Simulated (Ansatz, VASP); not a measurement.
## Ti16Si32B in VASP and in Ansatz

```
Ti Si B
1.0
     4.80813    8.27218    0.00000
     4.80813   -8.27218    0.00000
    -4.80813    0.00000   -8.55598
Ti Si B
16 32 1
Cartesian
  2.4345 0.0085 0.0530
  1.2273 2.0576 -2.1334
  0.0727 -0.0800 -4.2541
  -1.1791 2.0500 -6.4195
  4.8441 -4.1478 -0.0059
  3.5122 -2.0816 -2.1932
  2.3772 -4.0926 -4.2539
  1.2252 -2.0858 -6.5783
  4.8234 4.0911 0.0527
  3.7459 6.1803 -2.1930
  2.4319 4.1230 -4.2813
  1.2251 6.1859 -6.3874
  7.2222 -0.0255 -0.0056
  6.0308 2.0416 -2.1335
  4.8268 -0.0237 -4.2806
  3.6290 2.0500 -6.4233
  2.4295 2.6943 0.0129
  2.3857 -2.6711 0.0274
  1.2908 -3.6478 -1.9341
  1.1594 -0.5260 -1.9341
  0.0285 2.6648 -4.2800
  -0.0494 -2.7797 -4.5109
  -1.2567 -3.5105 -6.5123
  -1.1465 -0.7049 -6.4139
  4.7645 -1.4645 -0.0621
  4.8347 -6.8364 0.0100
  3.6062 -7.6474 -2.1427
  3.6521 -4.7980 -2.1428
  2.4997 -1.3929 -4.5106
  2.4218 -6.8372 -4.2798
  1.2324 -7.6647 -6.4028
  1.2311 -4.7432 -6.4262
  4.8713 6.7710 0.0272
  4.8276 1.4051 0.0124
  3.6232 0.6320 -2.1376
  3.6346 3.4668 -2.1377
  2.4437 6.8438 -4.2689
  2.4365 1.3847 -4.2587
  1.2192 0.5712 -6.4262
  1.2174 3.4924 -6.4032
  7.2313 2.6629 0.0100
  7.3012 -2.7085 -0.0622
  6.0415 -3.5154 -2.1567
  6.0252 -0.6576 -2.1566
  4.8217 2.7152 -4.2583
  4.8152 -2.7441 -4.2688
  3.5965 -3.4665 -6.4141
  3.7068 -0.6622 -6.5116
  1.2252 -2.0866 -3.1271
```

Alike in both runs: functional PBE; k mesh 1 × 1 × 1; occupations methfessel-paxton of order 1, width 0.1 eV; no spin polarisation.

Ansatz relaxed the structure, and its values are those at the end. VASP's run is a single point on that final structure, the one shown.

|  | VASP | Ansatz |
| --- | --- | --- |
| version | VASP 6.6.1 | Ansatz 0.2.0 |
| potentials or method | VASP PAW PBE potentials, release 64 (Ti_sv, Si, B), cutoff 520 eV | plane-wave PAW DFT |
| valence electrons in the cell | 323 | 323 |

VASP gave:

```
rms of the force components (eV/Å) : 0.004
```

Q: Which values does Ansatz return?

A: rms of the force components (eV/Å): 0.002.
